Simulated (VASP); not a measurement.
V: relaxation of cell and atoms with PBEsol

Crystal: V.

```
CELL_PARAMETERS angstrom
0.00000 1.89500 1.89500
1.89500 0.00000 1.89500
1.89500 1.89500 0.00000
ATOMIC_POSITIONS crystal
V 0.00000 0.00000 0.00000
```

```yaml
Program: VASP 6.6.1
Task: relaxation of cell and atoms
Functional: PBEsol
Potentials_or_basis: VASP PAW PBE potentials, release 64 (V_sv)
Cutoff: 600 eV
k_mesh: 18 × 18 × 18
Occupations: gaussian, width 0.1 eV
Spin: no spin polarisation
Dipole_correction: no
Further_INCAR_settings: ALGO = Fast; EDIFF = 1e-06; IBRION = 2; EDIFFG = -0.005; NSW = 100; ISIF = 3
```

The relaxed volume is 13.39 Å³/atom, the relaxed cell is a = 2.665 Å, b = 2.665 Å, c = 2.665 Å, α = 60.00°, β = 60.00°, γ = 60.00° and the space group after relaxing (to 0.05 Å) is Fm-3m (No. 225). The energy gained by relaxing is 2.0 meV/atom, the ionic steps are 3 and the pressure after relaxing is 0.0 GPa.

The path:
```
step  energy change (eV)  largest force (eV/Å)  pressure (GPa)  volume (Å³)
   1              0.0000                0.0000           -2.91        13.61
   2              0.0011                0.0000            4.07        13.13
   3             -0.0020                0.0000           -0.03        13.39
```

Final structure:
```yaml
crystal:
  lattice:
    - [0.00000, 1.88472, 1.88472]
    - [1.88472, 0.00000, 1.88472]
    - [1.88472, 1.88472, 0.00000]
  atoms:
    - { symbol: V, position: [0.00000, 0.00000, 0.00000] }
```

Levels at points of the mesh, in eV from the Fermi level:
```csv
k point,band 4,band 5,band 6,band 7,band 8,band 9
"(0.00, 0.00, 0.00)",-37.19,-6.93,0.17,0.17,0.17,1.99
"(0.50, 0.00, 0.00)",-37.31,-3.44,0.03,0.03,0.90,3.24
"(0.50, 0.50, 0.00)",-37.51,-3.64,-2.75,3.20,3.57,3.57
```

It took 2.4 min on 1 thread of AMD EPYC 7R43 64-Core Processor (Zen 3), on a shared host, peak memory 0.13 GiB.

Caveat: the PAW data sets were made with another functional, which shifts forces and pressure a little.
